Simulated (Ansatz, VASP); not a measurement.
Two plane-wave programs on Sc

Contents of INCAR:

```
SYSTEM = Sc
ALGO = Normal
EDIFF = 1E-6
ENCUT = 520
GGA = CA
ISIF = 2
ISMEAR = -1
LASPH = .TRUE.
LCHARG = .TRUE.
LELF = .TRUE.
LREAL = .FALSE.
LVHAR = .TRUE.
LWAVE = .FALSE.
NBANDS = 24
NELM = 80
PREC = Accurate
SIGMA = 0.1
```

The input KPOINTS:

```
k-points
0
G
  8 8 11
  0 0 0
```

The input POSCAR:

```
Sc
1.0
    5.1622638602      0.0000000000      0.0000000000
   -2.5811319301      4.4706516440      0.0000000000
    0.0000000000      0.0000000000      3.2552872149
Sc
3
Direct
    0.0000000000      1.0000000000      0.0000000000
    0.3333333333      0.6666666667      0.5000000000
    0.6666666667      0.3333333333      0.5000000000
```

Input for Ansatz:

```yaml
crystal:
  lattice:
    - [5.1622638602, 0.0, 0.0]
    - [-2.5811319301, 4.470651644, 0.0]
    - [0.0, 0.0, 3.2552872149]
  atoms:
    - { symbol: Sc, position: [0.0, 1.0, 0.0] }
    - { symbol: Sc, position: [0.3333333333, 0.6666666667, 0.5] }
    - { symbol: Sc, position: [0.6666666667, 0.3333333333, 0.5] }
hamiltonian:
  xc: lda
  pseudopotentials:
    kind: paw
    azcp:
      Sc: "pseudopotentials/Sc.paw.azcp"
basis:
  ecutwfc: 420
  fft_grid_basis: typed
kpoints:
  mp_grid: { grid: [8, 8, 11], shift: [0, 0, 0] }
magnetization:
  spin_polarized: false
scf:
  occupations: { method: fermi_dirac, width: 0.1 }
  lower_state_search: "off"
output:
  stress: true
```

Alike in both runs: task single point; functional LDA; k mesh 8 × 8 × 11; occupations fermi-dirac, width 0.1 eV; no spin polarisation.

|  | VASP | Ansatz |
| --- | --- | --- |
| version | VASP 6.6.1 | Ansatz 0.2.0 |
| potentials or method | VASP PAW LDA potentials, release 64 (Sc_sv), cutoff 520 eV | plane waves (420 eV) with PAW, scalar-relativistic |
| valence electrons in the cell | 33 | 33 |

|  | VASP | Ansatz | Ansatz less VASP |
| --- | --- | --- | --- |
| pressure (GPa) | -5.5 | -5.6 | -0.05 |
| traceless stress, the component that is largest in VASP (GPa) | -0.07 | -0.07 | +0.004 |

Ansatz warns that its potentials were made for another functional, while VASP's fit it. LDA's correlation is that of Perdew and Zunger in VASP and of Perdew and Wang (1992) in Ansatz.
